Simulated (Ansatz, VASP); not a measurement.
**Two plane-wave programs on Sb2Te4O**

```
CELL_PARAMETERS angstrom
4.55279 0.00000 0.00000
0.00000 4.55279 0.00000
0.00000 0.00000 11.31375
ATOMIC_POSITIONS crystal
Sb 0.00000 0.50000 0.00000
Sb 0.50000 0.00000 0.00000
Te 0.00000 0.50000 0.50000
Te 0.50000 0.00000 0.50000
Te 0.50000 0.50000 0.80811
Te 0.50000 0.50000 0.19189
O 0.00000 0.00000 0.00000
```

Alike in both runs: functional PBE; k mesh 3 × 3 × 1; occupations gaussian, width 0.15 eV; no spin polarisation.

Ansatz relaxed the structure, and its values are those at the end. VASP's run is a single point on that final structure, the one shown.

|  | VASP | Ansatz |
| --- | --- | --- |
| version | VASP 6.6.1 | Ansatz 0.2.0 |
| potentials or method | VASP PAW PBE potentials, release 64 (Sb, Te, O), cutoff 600 eV | scalar-relativistic, plane waves, PAW |
| valence electrons in the cell | 40 | 100 |

|  | VASP | Ansatz | Ansatz less VASP |
| --- | --- | --- | --- |
| gap on the k mesh at the Fermi level (eV) | none | none | - |
| pressure (GPa) | -0.1 | 0.0 | +0.17 |
| rms of the force components (eV/Å) | 0.015 | 0.014 | -0.0009 |

A gap of «none» marks a metal or a gap that the smearing closes. VASP's potentials hold 40 valence electrons a cell and Ansatz's 100, so a difference there can come from the potentials and not from the codes.

The k mesh is coarse, so the values compare programs but aren't converged. Spin-orbit coupling is off throughout.
